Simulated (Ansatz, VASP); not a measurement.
One calculation of PbS, two programs

The input POSCAR:

```
PbS
1.0
    0.0000000000      2.8677433692      2.8677433692
    2.8677433692      0.0000000000      2.8677433692
    2.8677433692      2.8677433692      0.0000000000
Pb S
1 1
Direct
    0.0000000000      0.0000000000      0.0000000000
    0.5000000000      0.5000000000      0.5000000000
```

The input INCAR.step1:

```
ALGO = Normal ; EDIFF = 1E-4
ENCUT = 520 ; GGA = PE
ISMEAR = -1 ; LASPH = True
LCHARG = False ; LREAL = False
LWAVE = True ; NBANDS = 17
NELM = 60 ; PREC = Accurate
SIGMA = 0.02
```

INCAR.step2

```
ALGO = Normal ; EDIFF = 1E-6
ENCUT = 520 ; ISIF = 2
ISMEAR = -1 ; ISTART = 1
LASPH = True ; LCHARG = False
LMIXTAU = True ; LREAL = False
LWAVE = False ; METAGGA = R2SCAN
NBANDS = 17 ; NELM = 60
PREC = Accurate ; SIGMA = 0.02
```

File KPOINTS:

```
k-points
0
Gamma
  8 8 8
```

Input for Ansatz:

```yaml
crystal:
  lattice:
    - [0.0, 2.8677433692, 2.8677433692]
    - [2.8677433692, 0.0, 2.8677433692]
    - [2.8677433692, 2.8677433692, 0.0]
  atoms:
    - { symbol: Pb, position: [0.0, 0.0, 0.0] }
    - { symbol: S, position: [0.5, 0.5, 0.5] }
kpoints:
  mp_grid: { grid: [8, 8, 8] }
  band_path:
    path:
      - [0.0, 0.0, 0.0]
      - [0.5, 0.0, 0.5]
      - [0.625, 0.25, 0.625]
      - [0.375, 0.375, 0.75]
      - [0.5, 0.5, 0.5]
      - [0.5, 0.25, 0.75]
      - [-0.020671, -0.010742, 0.489583]
    npoints: 1
hamiltonian:
  xc: r2scan
scf:
  occupations: { method: fermi_dirac, width: 0.02 }
  n_extra_bands: 4
output:
  forces: true
  stress: true
  eigenvalues: true
  write_density: true
  write_potential: true
  elf: true
  volumetric_format: npy
```

Change from the starting cell: hydrostatic strain -4.0%.

Alike in both runs: task single point; functional r2SCAN; k mesh 8 × 8 × 8; occupations fermi-dirac, width 0.02 eV; no spin polarisation.

|  | VASP | Ansatz |
| --- | --- | --- |
| version | VASP 6.6.1 | Ansatz 0.2.0 |
| potentials or method | VASP PAW PBE potentials, release 64 (Pb_d, S) | plane waves, PAW |
| plane-wave cutoff (eV) | 520 | 500 |
| valence electrons in the cell | 20 | 20 |

|  | VASP | Ansatz | Ansatz less VASP |
| --- | --- | --- | --- |
| pressure (GPa) | 9.2 | 9.2 | 0.00 |

VASP's potentials were made for PBE, not for r2SCAN.

Spin-orbit coupling is off throughout.
